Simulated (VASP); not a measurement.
Set up this calculation in VASP 6.6.1, as the native input.

```
Task                   : single point
Functional             : PBE
Potentials or basis    : VASP PAW PBE potentials, release 64 (Hg)
Cutoff                 : 520 eV
k mesh                 : 14 × 14 × 14
Occupations            : fermi-dirac, width 0.1 eV
Spin                   : no spin polarisation
Dipole correction      : no
Further INCAR settings : ALGO = Normal; EDIFF = 1e-07; NBANDS = 19
```

The structure of Hg lies in POSCAR:

```
Hg
1.0
   -2.4807668920      2.4807668920      1.2940791631
    2.4807668920     -2.4807668920      1.2940791631
    2.4807668920      2.4807668920     -1.2940791631
Hg
2
Direct
   -0.3750000000     -0.1250000000     -0.2500000000
    0.3750000000      0.1250000000      0.2500000000
```

One way to write it, as run:

INCAR

```
SYSTEM = Hg
PREC     = Accurate       ! precision mode
ENCUT    = 520            ! plane-wave cutoff, eV
EDIFF    = 1E-7           ! SCF threshold, eV
ISMEAR   = -1             ! smearing method
SIGMA    = 0.1            ! smearing width, eV
LREAL    = .False.        ! projectors in reciprocal space
LASPH    = .True.         ! aspherical terms in the spheres
NELM     = 100            ! most SCF steps
ALGO     = Normal         ! electronic algorithm
ISIF     = 2              ! what is computed and relaxed
LWAVE    = .False.        ! write WAVECAR
LCHARG   = .False.        ! write CHGCAR
GGA      = PE             ! functional
NBANDS   = 19             ! bands
```

KPOINTS

```
regular mesh
0
Gamma
  14 14 14
  0 0 0
```

Potentials or basis: VASP PAW PBE potentials, release 64 (Hg).

Command:

```sh
$ cat potpaw_PBE.64/Hg/POTCAR > POTCAR
$ mpirun -np 1 vasp_std > vasp.out
```

It gave:

```
Pressure               : 92.6 GPa
Band gap on the k mesh : zero (bands 12 and 13 overlap by 6.09 eV)
```

Caveat: the cell stands under pressure; spin-orbit coupling is left out, which moves the levels of the heavy elements.

It took 49 s on 1 thread of Intel(R) Xeon(R) 6975P-C (Granite Rapids) (shared host), peak memory 0.25 GiB.
